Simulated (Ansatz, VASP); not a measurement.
**PbI2 in VASP and in Ansatz**

```
Pb I
1.0
     4.67463    0.00000    0.00000
    -2.33732    4.04835    0.00000
     0.00000    0.00000    7.85747
Pb I
1 2
Direct
  0.00000 0.00000 0.00000
  0.33333 0.66667 0.23661
  0.66667 0.33333 0.76339
```

Alike in both runs: functional PBE; k mesh 9 × 9 × 4; no spin polarisation.

Ansatz relaxed the structure, and its values are those at the end. VASP's run is a single point on that final structure, the one shown.

|  | VASP | Ansatz |
| --- | --- | --- |
| version | VASP 6.6.1 | Ansatz 0.2.0 |
| potentials or method | VASP PAW PBE potentials, release 64 (Pb_d, I), cutoff 500 eV | scalar-relativistic, plane waves, PAW |
| occupations | gaussian, width 0.01 eV | fixed |
| valence electrons in the cell | 28 | 48 |

|  | VASP | Ansatz | Ansatz less VASP |
| --- | --- | --- | --- |
| gap on the k mesh at the Fermi level (eV) | 2.44 | 2.44 | +0.002 |
| least direct gap on the mesh (eV) | 2.56 | 2.56 | 0.000 |
| pressure (GPa) | 0.0 | 0.0 | +0.02 |

VASP's potentials hold 28 valence electrons a cell and Ansatz's 48, so a difference there can come from the potentials and not from the codes.

Neither program's run includes spin-orbit coupling.
